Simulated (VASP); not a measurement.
# Mn (P6_3/mmc) in VASP: further runs

The runs below take Mn through single point, relaxation of cell and atoms, with PBE.

All numbers are computed with VASP 6.6.1; they aren't measurements. Logs are shortened: lines on timing, memory, paths and dates and some standing lists are left out, and cuts for length are marked.

**1. The cell of the first run**

Symmetry: P6_3/mmc, No. 194, hexagonal system. Conventional cell: a = 2.484 Å, b = 2.484 Å, c = 4.022 Å, α = 90.00°, β = 90.00°, γ = 120.00°. Mn (site symmetry -6m2) has 12 Mn at 2.47 to 2.48 Å within 3.3 Å.

This isn't the form of Mn at room conditions, which is a 58-atom cubic cell.

**2. Single point, PBE, collinear spin, antiferromagnetic start**

INCAR

```
SYSTEM = Mn
PREC = Accurate
ENCUT = 520
EDIFF = 1E-7
ISMEAR = -1
SIGMA = 0.05
LREAL = .FALSE.
LASPH = .TRUE.
NELM = 150
ALGO = Normal
ISIF = 2
LWAVE = .FALSE.
LCHARG = .FALSE.
ISPIN = 2
MAGMOM = 3 -3
LORBIT = 11
LMAXMIX = 4
GGA = PE
NBANDS = 24
```

KPOINTS

```
regular mesh
0
G
  14 14 8
  0 0 0
```

POSCAR

```
Mn
1.0
    2.4836014582      0.0000000000      0.0000000000
   -1.2418007291      2.1508619557      0.0000000000
    0.0000000000      0.0000000000      4.0219932926
Mn
2
Direct
    0.3333333333      0.6666666667      0.2500000000
    0.6666666667      0.3333333333      0.7500000000
```

Potentials or basis: VASP PAW PBE potentials, release 64 (Mn_pv).

Launch:

```console
cat potpaw_PBE.64/Mn_pv/POTCAR > POTCAR
mpirun -np 1 vasp_std > vasp.out
```

OUTCAR:

```text
SYSTEM = Mn
   PREC = Accurate
   ENCUT = 520
   EDIFF = 1E-7
   ISMEAR = -1
   LREAL = .FALSE.
   LASPH = .TRUE.
   NELM = 150
   ISIF = 2
   ISPIN = 2
   LORBIT = 11
   GGA = PE

 ion  position               nearest neighbor table
   1  0.333  0.667  0.250-   2 2.47   2 2.47   2 2.47   2 2.47   2 2.47   2 2.47
   2  0.667  0.333  0.750-   1 2.47   1 2.47   1 2.47   1 2.47   1 2.47   1 2.47

  LATTYP: Found a hexagonal cell.
 ALAT       =     2.4836014582
 C/A-ratio  =     1.6194197661

  Lattice vectors:

 A1 = (   2.4836014582,   0.0000000000,   0.0000000000)
 A2 = (  -1.2418007291,   2.1508619557,   0.0000000000)
 A3 = (   0.0000000000,   0.0000000000,   4.0219932926)

Analysis of symmetry for initial positions (statically):
=====================================================================
 Subroutine PRICEL returns:
 Original cell was already a primitive cell.

 Routine SETGRP: Setting up the symmetry group for a
 hexagonal supercell.

 Subroutine GETGRP returns: Found 24 space group operations
 (whereof 12 operations were pure point group operations)
 out of a pool of 24 trial point group operations.

The static configuration has the point symmetry D_3d.
 The point group associated with its full space group is D_6h.

Analysis of symmetry for dynamics (positions and initial velocities):
=====================================================================
 Subroutine PRICEL returns:
 Original cell was already a primitive cell.

 Routine SETGRP: Setting up the symmetry group for a
 hexagonal supercell.

 Subroutine GETGRP returns: Found 24 space group operations
 (whereof 12 operations were pure point group operations)
 out of a pool of 24 trial point group operations.

The dynamic configuration has the point symmetry D_3d.
 The point group associated with its full space group is D_6h.

Analysis of structural, dynamic, and magnetic symmetry:
=====================================================================
 Subroutine PRICEL returns:
 Original cell was already a primitive cell.

 Routine SETGRP: Setting up the symmetry group for a
 hexagonal supercell.

 Subroutine GETGRP returns: Found 24 space group operations
 (whereof 12 operations were pure point group operations)
 out of a pool of 24 trial point group operations.

The overall configuration has the point symmetry D_3d.
 The point group associated with its full space group is D_6h.

 Subroutine INISYM returns: Found 24 space group operations
 (whereof 12 operations are pure point group operations),
[... 111 lines left out ...]
   ISMEAR =    -1;   SIGMA  =   0.05  broadening in eV -4-tet -1-fermi 0-gaus
   EFERMI_NEDOS =   21; number of points for ismear=-14 and -15
   IALGO  =     38    algorithm
   IMIX   =      4    mixing-type and parameters
     AMIX     =   0.40;   BMIX     =  1.00
     AMIX_MAG =   1.60;   BMIX_MAG =  1.00
  volume/ion in A,a.u.               =      10.74        72.49
  Fermi-wavevector in a.u.,A,eV,Ry     =   1.744566  3.296751 41.409465  3.043510
  Thomas-Fermi vector in A             =   2.816421
   LORBIT       =     11    0 simple, 1 ext, 2 COOP (PROOUT), +10 PAW based schemes
   GGA     = PE    functional components
   LHFCALC =     F    Hartree Fock is set to
   AEXX    =    0.0000 exact exchange contribution
   IVDW    =     0    specifies the selected vdW correction
   LEPSILON=     F    determine dielectric tensor
   LRPA    =     F    only Hartree local field effects (RPA)
 spin polarized calculation
  energy-cutoff  :      520.00
  volume of cell :       21.49
 maximum number of plane-waves:       590
   NGX =  9   NGY =  9   NGZ = 15

 number of electron      26.0000027 magnetization      -0.0000000

 number of electron      26.0000027 magnetization       0.0000000

 Free energy of the ion-electron system (eV)
  ---------------------------------------------------
  ext. energy  EPLUGINS =         0.00000000
  ---------------------------------------------------
  free energy    TOTEN  =       -17.90266086 eV

  energy without entropy =      -17.88312047  energy(sigma->0) =      -17.89289067

 E-fermi :  10.3767     XC(G=0): -14.0176

 val. band max:       10.3719475518   @ k =   0.2857   0.2857   0.5000
 cond. band min:      10.3809865685   @ k =   0.2143   0.0000   0.2500
 fundamental gap:      0.0090390167
 Fermi energy:        10.3766594084

 spin component 1

 k-point     1 :       0.0000    0.0000    0.0000
  band No.  band energies     occupation
      1     -37.9696      1.00000
      2     -37.4020      1.00000
      3     -37.4020      1.00000
      4     -36.9824      1.00000
      5     -36.9213      1.00000
      6     -36.9213      1.00000
[... 637 lines left out ...]
     23      27.0001      0.00000
     24      27.9153      0.00000

 [... further k-points ...]

 spin component 2

 k-point     1 :       0.0000    0.0000    0.0000
  band No.  band energies     occupation
      1     -37.9696      1.00000
      2     -37.4020      1.00000
      3     -37.4020      1.00000
      4     -36.9824      1.00000
      5     -36.9213      1.00000
      6     -36.9213      1.00000
[... 637 lines left out ...]
     23      27.0001      0.00000
     24      27.9153      0.00000

 [... further k-points ...]
[... 5 lines left out ...]
  --------------------------------------------------------------------------------------
  -------------------------------------------------------------------------------------
  Total        0.0245570      0.0245570      0.0230505      0.0000000      0.0000000      0.0000000
  in kB        1.8312583      1.8312583      1.7189180      0.0000000      0.0000000      0.0000000
  external PRESSURE =       1.7938115 kB  Pullay stress =       0.0000000 kB

 VOLUME and BASIS-vectors are now :
 -----------------------------------------------------------------------------
  energy-cutoff  :      520.00
  volume of cell :       21.49
      direct lattice vectors                 reciprocal lattice vectors
     2.483601458  0.000000000  0.000000000     0.402641091  0.232464942  0.000000000
    -1.241800729  2.150861956  0.000000000     0.000000000  0.464929884  0.000000000
     0.000000000  0.000000000  4.021993293     0.000000000  0.000000000  0.248632936

 POSITION                                       TOTAL-FORCE (eV/Angst)
 -----------------------------------------------------------------------------------
     -0.00000      1.43391      1.00550        -0.000000      0.000000      0.000000
      1.24180      0.71695      3.01649         0.000000     -0.000000      0.000000
 -----------------------------------------------------------------------------------
    total drift:                                0.000000     -0.000000      0.000000

  FREE ENERGIE OF THE ION-ELECTRON SYSTEM (eV)
  ---------------------------------------------------
  free  energy   TOTEN  =       -17.9026608561 eV

  energy  without entropy=      -17.8831204746  energy(sigma->0) =      -17.89289067

 total charge

# of ion       s       p       d       tot
------------------------------------------
    1        0.427   6.399   5.161  11.987
    2        0.427   6.399   5.161  11.987
--------------------------------------------------
tot          0.854  12.798  10.322  23.974

 magnetization (x)

# of ion       s       p       d       tot
------------------------------------------
    1        0.004   0.008   0.476   0.488
    2       -0.004  -0.008  -0.476  -0.488
--------------------------------------------------
tot          0.000   0.000   0.000   0.000
```

stdout:

```text
POSCAR found type information on POSCAR Mn
 POSCAR found :  1 types and       2 ions
 scaLAPACK will be used
 LDA part: xc-table for (Slater+PW92), standard interpolation
 POSCAR, INCAR and KPOINTS ok, starting setup
 FFT: planning ... GRIDC
 FFT: planning ... GRID_SOFT
 FFT: planning ... GRID
 WAVECAR not read
 entering main loop
```

Run time: 2.6 min. Hardware: 1 thread of Intel Xeon 8259CL, shared host; peak memory 0.2 GiB.

Results:

* Free energy: -17.9027 eV
* Pressure: 0.2 GPa
* Band gap on the k mesh: zero (filled and empty bands overlap)
* Net moment: 0.00 μB per cell
* Site moments: Mn +0.49, -0.49 μB
* Valence electrons inside the program's atomic spheres: Mn 11.99

Caveat: the antiferromagnetic order is the one typed at the start, and another may lie lower.

**3. Relaxation of cell and atoms, PBE, collinear spin, antiferromagnetic start**

This run uses another cell than the first one, of 11.75 Å³/atom.

INCAR

```
SYSTEM = Mn
PREC = Accurate
ENCUT = 600
EDIFF = 1E-7
ISMEAR = -1
SIGMA = 0.05
LREAL = .FALSE.
LASPH = .TRUE.
NELM = 150
ALGO = Normal
ISIF = 3
LWAVE = .FALSE.
LCHARG = .FALSE.
ISPIN = 2
MAGMOM = 3 -3
LORBIT = 11
LMAXMIX = 4
GGA = PE
IBRION = 2
NSW = 80
EDIFFG = -0.01
```

KPOINTS

```
Automatic mesh
0
G
  14 14 8
  0 0 0
```

POSCAR

```
Mn
1.0
    2.5517868831      0.0000000000      0.0000000000
   -1.2758934415      2.2099122658      0.0000000000
    0.0000000000      0.0000000000      4.1670679801
Mn
2
Direct
    0.3333333333      0.6666666667      0.2500000000
    0.6666666667      0.3333333333      0.7500000000
```

Potentials or basis: VASP PAW PBE potentials, release 64 (Mn_pv).

Launch:

```console
cat potpaw_PBE.64/Mn_pv/POTCAR > POTCAR
mpirun -np 1 vasp_std > vasp.out
```

Run time: 11 min. Hardware: 1 thread of Intel Xeon 8259CL, shared host; peak memory 0.23 GiB.

Results (log left out):

| Item | Value |
| --- | --- |
| Free energy | -17.9025 eV |
| Relaxed volume | 10.70 Å³/atom |
| Relaxed cell | a = 2.481 Å, b = 2.481 Å, c = 4.013 Å, α = 90.00°, β = 90.00°, γ = 120.00° |
| Space group after relaxing (to 0.1 Å) | P6_3/mmc (No. 194) |
| Energy gained by relaxing | 53.7 meV/atom |
| Ionic steps | 9 |
| Pressure after relaxing | 0.0 GPa |
| Band gap on the k mesh | zero (filled and empty bands overlap) |
| Net moment | 0.00 μB per cell |
| Valence electrons inside the program's atomic spheres | Mn 11.99 |

Step by step:
| step | energy change (eV) | largest force (eV/Å) | pressure (GPa) | volume (Å³) |
| --- | --- | --- | --- | --- |
| 1 | 0.0000 | 0.0000 | -15.25 | 23.50 |
| 2 | -0.0013 | 0.0000 | 24.01 | 19.90 |
| 3 | -0.1056 | 0.0000 | -1.54 | 21.51 |
| 4 | -0.1062 | 0.0000 | -0.14 | 21.41 |
| 5 | -0.1062 | 0.0000 | 0.40 | 21.37 |
| 6 | -0.1073 | 0.0000 | 0.70 | 21.34 |
| 7 | -0.1073 | 0.0000 | 0.67 | 21.34 |
| 8 | -0.1072 | 0.0000 | -0.95 | 21.47 |
| 9 | -0.1074 | 0.0000 | 0.01 | 21.39 |

Final structure:
```xyz
2
Lattice="2.4810 0.0000 0.0000 -1.2405 2.1486 0.0000 0.0000 0.0000 4.0133" Properties=species:S:1:pos:R:3 pbc="T T T"
Mn    0.0000    1.4324    1.0033
Mn    1.2405    0.7162    3.0100
```

Levels at points of the mesh, in eV from the Fermi level:
Spin up:
```tsv
k point	band 9	band 10	band 11	band 12	band 13	band 14	band 15	band 16	band 17
(0.00, 0.00, 0.00)	-0.96	-0.94	-0.94	-0.47	-0.47	0.05	0.05	0.76	1.62
(0.50, 0.00, 0.00)	-3.69	-1.34	-1.16	-0.92	-0.41	1.83	1.98	2.05	3.61
(0.00, 0.00, 0.50)	-1.53	-1.53	-1.03	-1.03	-1.03	-1.03	1.20	1.20	1.20
(0.50, 0.00, 0.50)	-2.64	-2.64	0.19	0.20	0.87	0.87	1.96	1.96	3.20
```
Spin down:
```
           k point  band 10  band 11  band 12  band 13  band 14  band 15  band 16  band 17
(0.00, 0.00, 0.00)    -0.94    -0.94    -0.47    -0.47     0.05     0.05     0.76     1.62
(0.50, 0.00, 0.00)    -1.34    -1.16    -0.92    -0.41     1.83     1.98     2.05     3.61
(0.00, 0.00, 0.50)    -1.53    -1.03    -1.03    -1.03    -1.03     1.20     1.20     1.20
(0.50, 0.00, 0.50)    -2.64     0.19     0.20     0.87     0.87     1.96     1.96     3.20
```

Caveat: the moments typed at the start vanished in this run.

**4. Single point, PBE, collinear spin, antiferromagnetic start**

INCAR

```
  PREC = Accurate
  ENCUT = 520
  EDIFF = 1E-6
  ISMEAR = -1
  SIGMA = 0.05
  LREAL = False
  LASPH = True
  NELM = 150
  ALGO = Normal
  ISIF = 2
  LWAVE = False
  LCHARG = False
  ISPIN = 2
  MAGMOM = 0.418 -0.418
  LORBIT = 11
  LMAXMIX = 4
  GGA = PE
  NBANDS = 24
```

KPOINTS

```
regular mesh
0
Gamma
  24 24 13
```

POSCAR

```
Mn
1.0
    2.4836014582      0.0000000000      0.0000000000
   -1.2418007291      2.1508619557      0.0000000000
    0.0000000000      0.0000000000      4.0219932926
Mn
2
Direct
    0.3333333333      0.6666666667      0.2500000000
    0.6666666667      0.3333333333      0.7500000000
```

Potentials or basis: VASP PAW PBE potentials, release 64 (Mn_pv).

Launch:

```console
cat potpaw_PBE.64/Mn_pv/POTCAR > POTCAR
mpirun -np 1 vasp_std > vasp.out
```

OUTCAR:

```text
PREC = Accurate
   ENCUT = 520
   EDIFF = 1E-6
   ISMEAR = -1
   LREAL = False
   LASPH = True
   NELM = 150
   ISIF = 2
   ISPIN = 2
   LORBIT = 11
   GGA = PE

 ion  position               nearest neighbor table
   1  0.333  0.667  0.250-   2 2.47   2 2.47   2 2.47   2 2.47   2 2.47   2 2.47
   2  0.667  0.333  0.750-   1 2.47   1 2.47   1 2.47   1 2.47   1 2.47   1 2.47

  LATTYP: Found a hexagonal cell.
 ALAT       =     2.4836014582
 C/A-ratio  =     1.6194197661

  Lattice vectors:

 A1 = (   2.4836014582,   0.0000000000,   0.0000000000)
 A2 = (  -1.2418007291,   2.1508619557,   0.0000000000)
 A3 = (   0.0000000000,   0.0000000000,   4.0219932926)

Analysis of symmetry for initial positions (statically):
=====================================================================
 Subroutine PRICEL returns:
 Original cell was already a primitive cell.

 Routine SETGRP: Setting up the symmetry group for a
 hexagonal supercell.

 Subroutine GETGRP returns: Found 24 space group operations
 (whereof 12 operations were pure point group operations)
[... 840 lines left out ...]

 spin component 2

 k-point     1 :       0.0000    0.0000    0.0000
  band No.  band energies     occupation
      1     -37.9652      1.00000
      2     -37.3956      1.00000
      3     -37.3956      1.00000
      4     -36.9954      1.00000
      5     -36.9354      1.00000
      6     -36.9354      1.00000
[... 637 lines left out ...]
     23      26.9542      0.00000
     24      31.9462      0.00000

 [... further k-points ...]
[... 5 lines left out ...]
  --------------------------------------------------------------------------------------
  -------------------------------------------------------------------------------------
  Total        0.0156625      0.0156625      0.0121491     -0.0000000      0.0000000      0.0000000
  in kB        1.1679842      1.1679842      0.9059772     -0.0000000      0.0000000      0.0000000
  external PRESSURE =       1.0806485 kB  Pullay stress =       0.0000000 kB

 VOLUME and BASIS-vectors are now :
 -----------------------------------------------------------------------------
  energy-cutoff  :      520.00
  volume of cell :       21.49
      direct lattice vectors                 reciprocal lattice vectors
     2.483601458  0.000000000  0.000000000     0.402641091  0.232464942  0.000000000
    -1.241800729  2.150861956  0.000000000     0.000000000  0.464929884  0.000000000
     0.000000000  0.000000000  4.021993293     0.000000000  0.000000000  0.248632936

 POSITION                                       TOTAL-FORCE (eV/Angst)
 -----------------------------------------------------------------------------------
     -0.00000      1.43391      1.00550        -0.000000      0.000000      0.000000
      1.24180      0.71695      3.01649         0.000000      0.000000     -0.000000
 -----------------------------------------------------------------------------------
    total drift:                                0.000000     -0.000000      0.000000

  FREE ENERGIE OF THE ION-ELECTRON SYSTEM (eV)
  ---------------------------------------------------
  free  energy   TOTEN  =       -17.9015350354 eV

  energy  without entropy=      -17.8811412284  energy(sigma->0) =      -17.89133813

 total charge

# of ion       s       p       d       tot
------------------------------------------
    1        0.427   6.399   5.160  11.987
    2        0.427   6.399   5.160  11.987
--------------------------------------------------
tot          0.854  12.799  10.321  23.974

 magnetization (x)

# of ion       s       p       d       tot
------------------------------------------
    1        0.004   0.008   0.454   0.466
    2       -0.004  -0.008  -0.454  -0.466
--------------------------------------------------
tot          0.000   0.000   0.000   0.000
```

OSZICAR:

```text
N       E                     dE             d eps       ncg     rms          rms(c)
DAV:   1     0.244785107040E+03    0.24479E+03   -0.14951E+04 41840   0.153E+03
DAV:   2    -0.113947847922E+02   -0.25618E+03   -0.24458E+03 41856   0.400E+02
DAV:   3    -0.212072422034E+02   -0.98125E+01   -0.97683E+01 45952   0.889E+01
DAV:   4    -0.212855839713E+02   -0.78342E-01   -0.78337E-01 45216   0.785E+00
[... 16 lines left out ...]
DAV:  21    -0.179015332725E+02   -0.12985E-04   -0.16148E-03 43112   0.268E-01    0.510E-03
DAV:  22    -0.179015344981E+02   -0.12255E-05   -0.10973E-04 41848   0.752E-02    0.183E-03
DAV:  23    -0.179015349950E+02   -0.49697E-06   -0.37185E-05 42496   0.420E-02    0.170E-03
DAV:  24    -0.179015344519E+02    0.54312E-06   -0.33409E-05 29384   0.410E-02    0.101E-03
DAV:  25    -0.179015350354E+02   -0.58352E-06   -0.77103E-06 21648   0.187E-02
   1 F= -.17901535E+02 E0= -.17891338E+02  d E =-.203938E-01  mag=     0.0000
```

stdout:

```text
POSCAR found type information on POSCAR Mn
 POSCAR found :  1 types and       2 ions
 scaLAPACK will be used
 LDA part: xc-table for (Slater+PW92), standard interpolation
 POSCAR, INCAR and KPOINTS ok, starting setup
 FFT: planning ... GRIDC
 FFT: planning ... GRID_SOFT
 FFT: planning ... GRID
 WAVECAR not read
 entering main loop
```

Wall time 4.2 min (1 thread of AMD EPYC 9R45 (Zen 5), shared host); peak memory 0.34 GiB.

Results:

```yaml
Free_energy: -17.9015 eV
Pressure: 0.1 GPa
Band_gap_on_the_k_mesh: zero (filled and empty bands overlap)
Net_moment: 0.00 μB per cell
Site_moments: Mn +0.47, -0.47 μB
Valence_electrons_inside_the_program's_atomic_spheres: Mn 11.99
```

Levels at points of the mesh, in eV from the Fermi level:
Spin up:
```tsv
k point	band 10	band 11	band 12	band 13	band 14	band 15	band 16	band 17
(0.00, 0.00, 0.00)	-0.99	-0.95	-0.41	-0.41	0.02	0.02	0.73	1.69
(0.50, 0.00, 0.00)	-1.34	-1.16	-0.90	-0.39	1.71	2.01	2.16	3.60
```
Spin down:
```tsv
k point	band 10	band 11	band 12	band 13	band 14	band 15	band 16	band 17
(0.00, 0.00, 0.00)	-0.99	-0.95	-0.41	-0.41	0.02	0.02	0.73	1.69
(0.50, 0.00, 0.00)	-1.34	-1.16	-0.90	-0.39	1.71	2.01	2.16	3.60
```

Caveat: the antiferromagnetic order is the one typed at the start, and another may lie lower.
